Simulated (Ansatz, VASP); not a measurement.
# One calculation of Ti, two programs

```
CELL_PARAMETERS angstrom
0.00000 2.05183 2.05671
2.06046 0.00000 2.05671
2.06046 2.05183 0.00000
ATOMIC_POSITIONS crystal
Ti 0.50000 0.50000 0.50000
```

Alike in both runs: functional PBE; k mesh 8 × 8 × 8; occupations gaussian, width 0.1 eV; no spin polarisation.

Ansatz relaxed the structure, and its values are those at the end. VASP's run is a single point on that final structure, the one shown.

|  | VASP | Ansatz |
| --- | --- | --- |
| version | VASP 6.6.1 | Ansatz 0.2.0 |
| potentials or method | VASP PAW PBE potentials, release 64 (Ti_sv), cutoff 520 eV | scalar-relativistic, plane waves, PAW |
| valence electrons in the cell | 12 | 12 |

Ansatz gave:

| Property | Result |
| --- | --- |
| gap on the k mesh at the Fermi level (eV) | none |
| pressure (GPa) | 0.0 |

**Question.** What did VASP give for the same quantities?

**Answer.** gap on the k mesh at the Fermi level (eV): none; pressure (GPa): -0.2.

A gap of «none» marks a metal or a gap that the smearing closes. With one functional, cell and mesh, what is left measures potentials, basis and numerics.
